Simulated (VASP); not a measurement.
Write the native input for VASP 6.6.1 that does the following.

```yaml
Task: single point
Functional: PBEsol
Potentials_or_basis: VASP PAW PBE potentials, release 64 (Hf_pv, N)
Cutoff: 520 eV
k_mesh: 12 × 12 × 12
Occupations: gaussian, width 0.1 eV
Spin: no spin polarisation
Dipole_correction: no
Further_INCAR_settings: ALGO = Normal; EDIFF = 1e-06; NBANDS = 28
```

The structure of Hf3N2 lies in POSCAR:

```
Hf3N2
1.0
    1.5850541539      0.9151314424      7.6532553977
   -1.5850541539      0.9151314424      7.6532553977
    0.0000000000     -1.8302628849      7.6532553977
Hf N
3 2
Direct
    0.7792298138      0.7792298138      0.7792298138
    0.2207701862      0.2207701862      0.2207701862
    0.0000000000      0.0000000000      0.0000000000
    0.6109615719      0.6109615719      0.6109615719
    0.3890384281      0.3890384281      0.3890384281
```

One way to write it, as run:

INCAR

```
SYSTEM = Hf3N2
PREC = Accurate ; ENCUT = 520
EDIFF = 1E-6 ; ISMEAR = 0
SIGMA = 0.1 ; LREAL = .False.
LASPH = .True. ; NELM = 80
ALGO = Normal ; ISIF = 2
LWAVE = .False. ; LCHARG = .False.
GGA = PS ; NBANDS = 28
```

KPOINTS

```
regular mesh
0
Gamma
  12 12 12
  0 0 0
```

Potentials or basis: VASP PAW PBE potentials, release 64 (Hf_pv, N).

The run is started by

```bash
$ cat potpaw_PBE.64/Hf_pv/POTCAR potpaw_PBE.64/N/POTCAR > POTCAR
$ mpirun -np 1 vasp_std > vasp.out
```

Results of the run:

| Item | Value |
| --- | --- |
| Pressure | 3.7 GPa |
| Largest force | 0.069 eV/Å |
| Band gap on the k mesh | zero (bands 20 and 21 overlap by 0.99 eV) |

Caveat: the cell stands under pressure; the PAW data sets were made with another functional, which shifts forces and pressure a little; spin-orbit coupling is left out, which moves the levels of the heavy elements.

Wall time 36 min on 1 thread of AMD EPYC 9R14 (Zen 4), with other jobs on the host, peak memory 0.62 GiB.
